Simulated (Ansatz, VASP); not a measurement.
## Ni in VASP and in Ansatz

INCAR

```
PREC = Accurate ; ENCUT = 520
EDIFF = 1E-7 ; ISMEAR = 0
SIGMA = 0.028000000000000004 ; LREAL = False
LASPH = True ; NELM = 150
ALGO = Normal ; ISIF = 2
LWAVE = False ; LCHARG = True
ISPIN = 2 ; MAGMOM = 1
LORBIT = 11 ; LMAXMIX = 4
GGA = PE ; LELF = True
LVHAR = True ; NBANDS = 15
```

Contents of KPOINTS:

```
regular mesh
0
Gamma
  13 13 13
```

File POSCAR:

```
Ni
1.0
    0.0000000000      1.7375729330      1.7375729330
    1.7375729330      0.0000000000      1.7375729330
    1.7375729330      1.7375729330      0.0000000000
Ni
1
Direct
    0.0000000000      0.0000000000      0.0000000000
```

Contents of input.yaml:

```yaml
crystal:
  lattice:
    - [0.0, 1.737572933, 1.737572933]
    - [1.737572933, 0.0, 1.737572933]
    - [1.737572933, 1.737572933, 0.0]
  atoms:
    - { symbol: Ni, position: [0.0, 0.0, 0.0], spin: 1.0 }
kpoints:
  mp_grid: { grid: [13, 13, 13] }
scf:
  occupations: { method: gaussian, width: 0.028 }
hamiltonian:
  xc: pbe
  pseudopotentials: { kind: all_electron, lapw: { basis_error: 0.001 } }
magnetization:
  spin_polarized: true
output:
  forces: true
  stress: true
  eigenvalues: true
```

Alike in both runs: task single point; functional PBE; k mesh 13 × 13 × 13; occupations gaussian, width 0.028 eV; collinear spin.

```csv
,VASP,Ansatz
version,VASP 6.6.1,Ansatz 0.2.0
potentials or method,"VASP PAW PBE potentials, release 64 (Ni), cutoff 520 eV","all-electron LAPW, scalar-relativistic"
```

```csv
,VASP,Ansatz,Ansatz less VASP
gap on the k mesh at the Fermi level (eV),none,none,-
pressure (GPa),7.8,8.0,+0.17
net moment per atom (μB),0.62,0.64,+0.016
size of the moment on the site where the two differ most (μB),0.63,0.66,+0.031
```

Site moments also hang on the region over which each program counts them. A gap of «none» marks a metal or a gap that the smearing closes. Ansatz ran all-electron here, and VASP with PAW potentials.
